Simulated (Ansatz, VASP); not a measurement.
# One calculation of ZnS, two programs

The input INCAR:

```
SYSTEM = ZnS
PREC = Accurate
ENCUT = 600
EDIFF = 1E-6
ISMEAR = 0
SIGMA = 0.1
LREAL = .False.
LASPH = .True.
NELM = 80
ALGO = Normal
ISIF = 3
LWAVE = .False.
LCHARG = .False.
GGA = PE
IBRION = 2
NSW = 90
EDIFFG = -0.04
```

The input KPOINTS:

```
Automatic mesh
0
Gamma
  6 6 4
  0 0 0
```

POSCAR

```
ZnS
1.0
    2.2692584800     -2.3136964500      0.0000000000
    2.2692584800      2.3136964500      0.0000000000
    0.0000000000      0.0000000000      4.4785813600
Zn S
1 1
Direct
    0.5000000000      0.5000000000      0.5000000000
    0.5000000000      0.5000000000      0.0000000000
```

Input for Ansatz:

```yaml
crystal:
  lattice:
    - [2.26925848, -2.31369645, 0.0]
    - [2.26925848, 2.31369645, 0.0]
    - [0.0, 0.0, 4.47858136]
  atoms:
    - { symbol: Zn, position: [0.5, 0.5, 0.5] }
    - { symbol: S, position: [0.5, 0.5, 0.0] }
basis:
  ecutwfc: 420
kpoints:
  mp_grid: { grid: [6, 6, 4] }
hamiltonian:
  xc: pbe
scf:
  occupations: { method: gaussian, width: 0.1 }
  lower_state_search: "off"
output:
  forces: true
  stress: true
  eigenvalues: true
relax:
  adjacent_minimum: "off"
  f_tol: 0.04
  max_steps: 70
  cell: { stress_tol: 0.4 }
```

Alike in both runs: task relaxation of cell and atoms; functional PBE; k mesh 6 × 6 × 4; occupations gaussian, width 0.1 eV; no spin polarisation.

```csv
,VASP,Ansatz
version,VASP 6.6.1,Ansatz 0.2.0
potentials or method,"VASP PAW PBE potentials, release 64 (Zn, S), cutoff 600 eV","scalar-relativistic, plane waves, PAW"
valence electrons in the cell,18,18
```

```csv
,VASP,Ansatz,Ansatz less VASP
"gap on the k mesh at the Fermi level, each at its own relaxed structure (eV)",0.95,1.11,+0.163
relaxed volume (Å³/atom),46.51,51.18,+4.668
relaxed cell length with the largest relative difference (Å),4.722,4.955,+0.2331
```

One of these differences is far larger than is usual between the two programs; its cause wasn't traced.

Noted on VASP's run: the volume moved by over 15 % at a fixed basis, so the end points are rough.
